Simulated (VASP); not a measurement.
Input of a VASP 6.6.1 run:

The input INCAR:

```
SYSTEM = WS2
PREC = Accurate
ENCUT = 520
EDIFF = 1E-6
ISMEAR = 0
SIGMA = 0.05
LREAL = .FALSE.
LASPH = .TRUE.
NELM = 60
ALGO = Normal
ISIF = 2
LWAVE = .FALSE.
LCHARG = .TRUE.
GGA = PS
LELF = .TRUE.
LVHAR = .TRUE.
NBANDS = 20
```

KPOINTS

```
regular mesh
0
G
  12 12 2
  0 0 0
```

POSCAR

```
WS2
1.0
    3.1463446249     -0.0000463239      0.0017510517
   -1.5732124301      2.7258815717      0.0005310389
    0.0094368812      0.0087530338     16.9534708698
W S
1 2
Direct
    0.3334523931      0.6667667599     -0.0000040936
    0.6673718117      0.3337650015      0.9076285392
    0.6658424617      0.3328015720      0.0923755544
```

Potentials or basis: VASP PAW PBE potentials, release 64 (W_sv, S).

Command:

```bash
$ cat potpaw_PBE.64/W_sv/POTCAR potpaw_PBE.64/S/POTCAR > POTCAR
$ mpirun -np 1 vasp_std > vasp.out
```

(1) Estimate the largest force.

(2) What does it give for the band gap on the k mesh?

Answers

(1) 0.032 eV/Å.

(2) 1.93 eV.

Caveat: there is no dipole correction, which matters where the two faces differ; the PAW data sets were made with another functional, which shifts forces and pressure a little; spin-orbit coupling is left out, which moves the levels of the heavy elements.
